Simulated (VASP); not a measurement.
Crystal: CdS (rocksalt type).

```
Cd S
1.0
     0.00000    2.52285    2.52285
     2.52285    0.00000    2.52285
     2.52285    2.52285    0.00000
Cd S
1 1
Cartesian
  0.0000 0.0000 0.0000
  2.5228 2.5228 2.5228
```

```yaml
Program: VASP 6.6.1
Task: relaxation of cell and atoms
Functional: PBEsol
Potentials_or_basis: VASP PAW PBE potentials, release 64 (Cd, S)
Cutoff: 600 eV
k_mesh: 13 × 13 × 13
Occupations: fermi-dirac, width 0.08 eV
Spin: no spin polarisation
```

At the start: pressure 28.6 GPa; volume 16.06 Å³/atom.

Question: Where does the relaxation end?

Answer: Over 18 steps the energy falls by 272.4 meV/atom and the volume is 19.77 Å³/atom (+23.2 %); space group Fm-3m (No. 225, to 0.05 Å).

The path:
| step | energy change (eV) | largest force (eV/Å) | pressure (GPa) | volume (Å³) |
| --- | --- | --- | --- | --- |
| 1 | 0.0000 | 0.0000 | 28.61 | 32.11 |
| 2 | -0.2590 | 0.0000 | -9.86 | 47.37 |
| 3 | -0.5448 | 0.0000 | -0.21 | 39.66 |
| 4 | -0.5449 | 0.0000 | 0.15 | 39.50 |
| 5 | -0.5449 | 0.0000 | 0.13 | 39.50 |
| 6 | -0.5449 | 0.0000 | 0.14 | 39.50 |
| 7 | -0.5449 | 0.0000 | 0.12 | 39.50 |
| 8 | -0.5449 | 0.0000 | 0.12 | 39.50 |
| 9 | -0.5449 | 0.0000 | 0.12 | 39.50 |
| 10 | -0.5449 | 0.0000 | 0.12 | 39.51 |
| 11 | -0.5449 | 0.0000 | 0.12 | 39.51 |
| 12 | -0.5449 | 0.0000 | 0.12 | 39.51 |
| 13 | -0.5449 | 0.0000 | 0.13 | 39.51 |
| 14 | -0.5449 | 0.0000 | 0.13 | 39.51 |
| 15 | -0.5449 | 0.0000 | 0.14 | 39.51 |
| 16 | -0.5449 | 0.0000 | 0.10 | 39.52 |
| 17 | -0.5449 | 0.0000 | 0.08 | 39.53 |
| 18 | -0.5449 | 0.0000 | 0.02 | 39.55 |

Final structure:
```
Cd S
1.0
     0.00000    2.70419    2.70419
     2.70419    0.00000    2.70419
     2.70419    2.70419    0.00000
Cd S
1 1
Direct
  0.00000 0.00000 0.00000
  0.50000 0.50000 0.50000
```

Caveat: the volume moved by over 15 % at a fixed basis, so the end points are rough; the PAW data sets were made with another functional, which shifts forces and pressure a little.
